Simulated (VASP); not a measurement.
# AlAs in VASP: notebook

Runs on AlAs. Level: PBEsol. Tasks: single point.

All numbers are computed with VASP 6.6.1; they aren't measurements. Logs are shortened: lines on timing, memory, paths and dates and some standing lists are left out, and cuts for length are marked.

## Step 1: The cell of the first run

The cell holds a slab with vacuum, 6 atoms: a = 4.013 Å, b = 4.013 Å, c = 24.372 Å, α = 90.00°, β = 90.00°, γ = 120.00°.

## Step 2: Single point, PBEsol

Input file INCAR:

```
PREC = Accurate
ENCUT = 520
EDIFF = 1E-7
ISMEAR = 0
SIGMA = 0.05
LREAL = False
LASPH = True
NELM = 80
ALGO = Normal
ISIF = 2
LWAVE = False
LCHARG = False
LDIPOL = True
IDIPOL = 3
DIPOL = 0.5 0.5 0.499
GGA = PS
NBANDS = 21
```

Input file KPOINTS:

```
regular mesh
0
Gamma
  9 9 1
```

Input file POSCAR:

```
AlAs
1.0
    4.0125456562      0.0000000000      0.0000000000
   -2.0062728281      3.4749664721      0.0000000000
    0.0000000000      0.0000000000     24.3715170705
As Al
3 3
Direct
    0.0000000000      0.0000000000      0.3487677839
    0.3333333333      0.6666666667      0.4831964204
    0.6666666667      0.3333333333      0.6191271610
    0.3333333333      0.6666666667      0.3823749431
    0.6666666667      0.3333333333      0.5133571146
    0.0000000000      0.0000000000      0.6467176841
```

Potentials or basis: VASP PAW PBE potentials, release 64 (As, Al).

On the command line:

```
$ cat potpaw_PBE.64/As/POTCAR potpaw_PBE.64/Al/POTCAR > POTCAR
$ mpirun -np 1 vasp_std > vasp.out
```

OUTCAR:

```text
PREC = Accurate
   ENCUT = 520
   EDIFF = 1E-7
   ISMEAR = 0
   LREAL = False
   LASPH = True
   NELM = 80
   ISIF = 2
   GGA = PS

 ion  position               nearest neighbor table
   1  0.000  0.000  0.349-   4 2.46   4 2.46   4 2.46
   2  0.333  0.667  0.483-   5 2.43   5 2.43   5 2.43   4 2.46
   3  0.667  0.333  0.619-   6 2.41   6 2.41   6 2.41   5 2.58
   4  0.333  0.667  0.382-   2 2.46   1 2.46   1 2.46   1 2.46
   5  0.667  0.333  0.513-   2 2.43   2 2.43   2 2.43   3 2.58
   6  0.000  0.000  0.647-   3 2.41   3 2.41   3 2.41

  LATTYP: Found a hexagonal cell.
 ALAT       =     4.0125456562
 C/A-ratio  =     6.0738292243

  Lattice vectors:

 A1 = (   4.0125456562,   0.0000000000,   0.0000000000)
 A2 = (  -2.0062728281,   3.4749664721,   0.0000000000)
 A3 = (   0.0000000000,   0.0000000000,  24.3715170705)

Analysis of symmetry for initial positions (statically):
=====================================================================
 Subroutine PRICEL returns:
 Original cell was already a primitive cell.

 Routine SETGRP: Setting up the symmetry group for a
 hexagonal supercell.

 Subroutine GETGRP returns: Found  6 space group operations
 (whereof  6 operations were pure point group operations)
 out of a pool of 24 trial point group operations.

The static configuration has the point symmetry C_3v.

Analysis of symmetry for dynamics (positions and initial velocities):
=====================================================================
 Subroutine PRICEL returns:
 Original cell was already a primitive cell.

 Routine SETGRP: Setting up the symmetry group for a
 hexagonal supercell.

 Subroutine GETGRP returns: Found  6 space group operations
 (whereof  6 operations were pure point group operations)
 out of a pool of 24 trial point group operations.

The dynamic configuration has the point symmetry C_3v.

 Subroutine INISYM returns: Found  6 space group operations
 (whereof  6 operations are pure point group operations),
 and found     1 'primitive' translations

----------------------------------------------------------------------------------------

                                     Primitive cell

  volume of cell :     339.8233

  direct lattice vectors                    reciprocal lattice vectors
     4.012545656  0.000000000  0.000000000     0.249218348  0.143886280  0.000000000
    -2.006272828  3.474966472  0.000000000     0.000000000  0.287772561  0.000000000
     0.000000000  0.000000000 24.371517071     0.000000000  0.000000000  0.041031504

  length of vectors
[... 89 lines left out ...]
   NUPDOWN=      -1.0000    fix difference up-down
   EMIN   =  10.00;   EMAX   =-10.00  energy-range for DOS
   EFERMI =   0.00;   METHOD = LEGACY
   ISMEAR =     0;   SIGMA  =   0.05  broadening in eV -4-tet -1-fermi 0-gaus
   EFERMI_NEDOS =   21; number of points for ismear=-14 and -15
   IALGO  =     38    algorithm
   IMIX   =      4    mixing-type and parameters
     AMIX     =   0.40;   BMIX     =  1.00
     AMIX_MAG =   1.60;   BMIX_MAG =  1.00
  volume/ion in A,a.u.               =      56.64       382.21
  Fermi-wavevector in a.u.,A,eV,Ry     =   0.676697  1.278772  6.230362  0.457919
  Thomas-Fermi vector in A             =   1.754086
   LORBIT       =      0    0 simple, 1 ext, 2 COOP (PROOUT), +10 PAW based schemes
   GGA     = PS    functional components
   LHFCALC =     F    Hartree Fock is set to
   AEXX    =    0.0000 exact exchange contribution
   IVDW    =     0    specifies the selected vdW correction
   LEPSILON=     F    determine dielectric tensor
   LRPA    =     F    only Hartree local field effects (RPA)
 non-spin polarized calculation
 Gauss-broadening in eV      SIGMA  =   0.05
  energy-cutoff  :      520.00
  volume of cell :      339.82
 maximum number of plane-waves:      9191
 NGX is ok and might be reduce to    30

 number of electron      23.9999998 magnetization

 dipolmoment           0.000000      0.000000     -0.200589 electrons x Angstroem

 Free energy of the ion-electron system (eV)
  ---------------------------------------------------
  ext. energy  EPLUGINS =         0.00000000
  ---------------------------------------------------
  free energy    TOTEN  =       -27.76380177 eV

  energy without entropy =      -27.75926669  energy(sigma->0) =      -27.76153423

 E-fermi :  -0.9597     XC(G=0):  -4.2710

 val. band max:       -0.9720109098   @ k =   0.4444   0.1111   0.0000
 cond. band min:      -0.8895974582   @ k =   0.3333   0.2222   0.0000
 fundamental gap:      0.0824134516
 Fermi energy:        -0.9596916968

 k-point     1 :       0.0000    0.0000    0.0000
  band No.  band energies     occupation
      1     -13.9113      2.00000
      2     -12.9487      2.00000
      3     -11.4102      2.00000
      4      -6.6975      2.00000
      5      -4.6768      2.00000
      6      -3.1737      2.00000
[... 277 lines left out ...]
     20       4.8727      0.00000
     21       4.8746      0.00000

------------------------ aborting loop because EDIFF is reached ----------------------------------------

 vacuum level on the upper side and lower side of the slab       (xc-potential included)        -1.343         1.212

  FORCE on cell =-STRESS in cart. coord.  units (eV):
  Direction    XX          YY          ZZ          XY          YZ          ZX
  --------------------------------------------------------------------------------------
  -------------------------------------------------------------------------------------
  Total        0.1187521      0.1187521      1.2722139      0.0000000      0.0000000      0.0000000
  in kB        0.5598850      0.5598850      5.9981533      0.0000000      0.0000000      0.0000000
  external PRESSURE =       2.3726411 kB  Pullay stress =       0.0000000 kB

 VOLUME and BASIS-vectors are now :
 -----------------------------------------------------------------------------
  energy-cutoff  :      520.00
  volume of cell :      339.82
      direct lattice vectors                 reciprocal lattice vectors
     4.012545656  0.000000000  0.000000000     0.249218348  0.143886280  0.000000000
    -2.006272828  3.474966472  0.000000000     0.000000000  0.287772561  0.000000000
     0.000000000  0.000000000 24.371517071     0.000000000  0.000000000  0.041031504

 POSITION                                       TOTAL-FORCE (eV/Angst)
 -----------------------------------------------------------------------------------
      0.00000      0.00000      8.50000        -0.000000     -0.000000      0.213584
     -0.00000      2.31664     11.77623         0.000000     -0.000000      0.523067
      2.00627      1.15832     15.08907        -0.000000      0.000000     -0.004396
     -0.00000      2.31664      9.31906         0.000000      0.000000     -0.769139
      2.00627      1.15832     12.51129        -0.000000     -0.000000      0.017454
      0.00000      0.00000     15.76149         0.000000     -0.000000      0.019429
 -----------------------------------------------------------------------------------
    total drift:                               -0.000000     -0.000000     -0.000077

  FREE ENERGIE OF THE ION-ELECTRON SYSTEM (eV)
  ---------------------------------------------------
  free  energy   TOTEN  =       -27.7638017669 eV

  energy  without entropy=      -27.7592666912  energy(sigma->0) =      -27.76153423

 vacuum level on the upper side and lower side of the slab         2.279         4.890
```

OSZICAR:

```text
N       E                     dE             d eps       ncg     rms          rms(c)
DAV:   1     0.114217800309E+03    0.11422E+03   -0.76953E+03   504   0.822E+02
DAV:   2    -0.154199683671E+02   -0.12964E+03   -0.12541E+03   724   0.139E+02
DAV:   3    -0.291790882357E+02   -0.13759E+02   -0.13624E+02   607   0.478E+01
[... 30 lines left out ...]
DAV:  34    -0.277637998782E+02   -0.89301E-06   -0.16562E-07   507   0.120E-03    0.865E-04
DAV:  35    -0.277638013891E+02   -0.15109E-05   -0.99255E-08   463   0.698E-04    0.332E-04
DAV:  36    -0.277638015838E+02   -0.19469E-06   -0.24366E-08   493   0.336E-04    0.894E-05
DAV:  37    -0.277638017069E+02   -0.12311E-06   -0.28332E-09   431   0.170E-04    0.487E-05
DAV:  38    -0.277638017669E+02   -0.60070E-07   -0.17034E-09   449   0.104E-04
   1 F= -.27763802E+02 E0= -.27761534E+02  d E =-.453508E-02
```

It took 3.4 min on 1 thread of Intel Xeon 6975P-C (Granite Rapids), shared host; peak memory 0.43 GiB.

What came out:

```yaml
Free_energy: -27.7638 eV
Largest_force: 0.769 eV/Å
Band_gap_on_the_k_mesh: zero (band 12 reaches -0.81 eV, above the bottom of band 13 at -0.97 eV)
```

Forces in eV/Å, atoms in the order of the input:
```
As   0.000  0.000  0.214
As   0.000  0.000  0.523
As   0.000  0.000 -0.004
Al   0.000  0.000 -0.769
Al   0.000  0.000  0.017
Al   0.000  0.000  0.019
```

Caveat: the PAW data sets were made with another functional, which shifts forces and pressure a little.

## Step 3: Single point, PBEsol

This run uses another cell than the first one: it holds 8 atoms, not 6.

Input file INCAR:

```
PREC = Accurate ; ENCUT = 520
EDIFF = 1E-6 ; ISMEAR = 0
SIGMA = 0.05 ; LREAL = False
LASPH = True ; NELM = 60
ALGO = Normal ; ISIF = 2
LWAVE = False ; LCHARG = False
LDIPOL = True ; IDIPOL = 3
DIPOL = 0.5 0.5 0.500 ; GGA = PS
NBANDS = 26
```

Input file KPOINTS:

```
Automatic mesh
0
Gamma
  9 9 1
```

Input file POSCAR:

```
AlAs
1.0
    4.0125456559      0.0000000000      0.0000000000
   -2.0062728280      3.4749664719      0.0000000000
    0.0000000000      0.0000000000     25.6477468789
As Al
4 4
Direct
    0.0000000000      0.0000000000      0.2936983242
    0.3333333333      0.6666666667      0.4213325888
    0.6666666667      0.3333333333      0.5492306262
    0.0000000000      0.0000000000      0.6782617484
    0.3333333333      0.6666666667      0.3218770944
    0.6666666667      0.3333333333      0.4507205047
    0.0000000000      0.0000000000      0.5789140374
    0.3333333333      0.6666666667      0.7059650760
```

Potentials or basis: VASP PAW PBE potentials, release 64 (As, Al).

On the command line:

```
$ cat potpaw_PBE.64/As/POTCAR potpaw_PBE.64/Al/POTCAR > POTCAR
$ mpirun -np 1 vasp_std > vasp.out
```

It took 4.4 min on 1 thread of Intel Xeon Platinum 8375C at 2.90GHz (Ice Lake), shared host; peak memory 0.44 GiB.

Results (log left out):

| Property | Result |
| --- | --- |
| Free energy | -37.6345 eV |
| Largest force | 0.025 eV/Å |
| Band gap on the k mesh | zero (band 16 reaches 0.02 eV, above the bottom of band 17 at -0.06 eV) |

Forces in eV/Å, atoms in the order of the input:
```
As   0.000  0.000 -0.025
As   0.000  0.000 -0.007
As   0.000  0.000 -0.011
As   0.000  0.000 -0.005
Al   0.000  0.000  0.009
Al   0.000  0.000  0.008
Al   0.000  0.000  0.011
Al   0.000  0.000  0.019
```

Levels at points of the mesh, in eV from the Fermi level:
```csv
k point,band 12,band 13,band 14,band 15,band 16,band 17,band 18,band 19,band 20,band 21
"(0.00, 0.00, 0.00)",-0.79,-0.79,-0.64,0.07,0.07,0.35,0.92,1.63,2.17,2.74
```

Caveat: the PAW data sets were made with another functional, which shifts forces and pressure a little.
